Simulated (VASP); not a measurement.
A run of VASP 6.6.1 is set up as follows.

Contents of INCAR:

```
SYSTEM = C
PREC = Accurate
ENCUT = 520
EDIFF = 1E-6
ISMEAR = -1
SIGMA = 0.05
LREAL = .FALSE.
LASPH = .TRUE.
NELM = 80
ALGO = Normal
ISIF = 2
LWAVE = .FALSE.
LCHARG = .FALSE.
GGA = PE
IVDW = 12
NBANDS = 11
```

Contents of KPOINTS:

```
regular mesh
0
G
  12 12 3
  0 0 0
```

The input POSCAR:

```
C
1.0
    2.4561701622      0.0000000000      0.0000000000
   -1.2280850811      2.1271057565      0.0000000000
    0.0000000000      0.0000000000      8.5238033600
C
2
Direct
    0.6666666667      0.3333333333      0.0000000000
    0.3333333333      0.6666666667      0.0000000000
```

Potentials or basis: VASP PAW PBE potentials, release 64 (C).

The run is started by

```console
$ cat potpaw_PBE.64/C/POTCAR > POTCAR
$ mpirun -np 1 vasp_std > vasp.out
```

Question: What does it give for the band gap on the k mesh?

Answer: Zero (filled and empty bands touch).

Question: What does it give for the dispersion energy per atom?

Answer: -0.090 eV.

Caveat: three body term missing.
